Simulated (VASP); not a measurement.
Wanted: the native input for a VASP 6.6.1 run.

| Property | Result |
| --- | --- |
| Task | single point |
| Functional | PBE |
| Potentials or basis | VASP PAW PBE potentials, release 64 (Sn_d) |
| Cutoff | 500 eV |
| k mesh | 6 × 6 × 6 |
| Occupations | gaussian, width 0.05 eV |
| Spin | no spin polarisation |
| Dipole correction | no |
| Further INCAR settings | ALGO = Normal; EDIFF = 1e-06; NBANDS = 21 |

The structure of Sn lies in POSCAR:

```
Sn
1.0
    0.0000000000      3.2694206499      3.2694206499
    3.2694206499      0.0000000000      3.2694206499
    3.2694206499      3.2694206499      0.0000000000
Sn
2
Direct
    0.7500000000      0.7500000000      0.7500000000
    0.5000000000      0.5000000000      0.5000000000
```

One way to write it, as run:

INCAR

```
PREC     = Accurate       # precision mode
ENCUT    = 500            # plane-wave cutoff, eV
EDIFF    = 1E-6           # SCF threshold, eV
ISMEAR   = 0              # smearing method
SIGMA    = 0.05           # smearing width, eV
LREAL    = False          # projectors in reciprocal space
LASPH    = True           # aspherical terms in the spheres
NELM     = 120            # most SCF steps
ALGO     = Normal         # electronic algorithm
ISIF     = 2              # what is computed and relaxed
LWAVE    = False          # write WAVECAR
LCHARG   = False          # write CHGCAR
GGA      = PE             # functional
NBANDS   = 21             # bands
GGA_COMPAT= False
```

KPOINTS

```
regular mesh
0
Gamma
  6 6 6
```

Potentials or basis: VASP PAW PBE potentials, release 64 (Sn_d).

Run with:

```bash
$ cat potpaw_PBE.64/Sn_d/POTCAR > POTCAR
$ mpirun -np 1 vasp_std > vasp.out
```

Results of the run:

```json
{"Pressure": "2.2 GPa", "Band gap on the k mesh": "zero (band 14 reaches 5.50 eV, above the bottom of band 15 at 5.36 eV)"}
```

Caveat: spin-orbit coupling is left out, which moves the levels of the heavy elements.

Wall time 19 s on 1 thread of Intel Xeon 6975P-C, with other jobs on the host, peak memory 0.2 GiB.
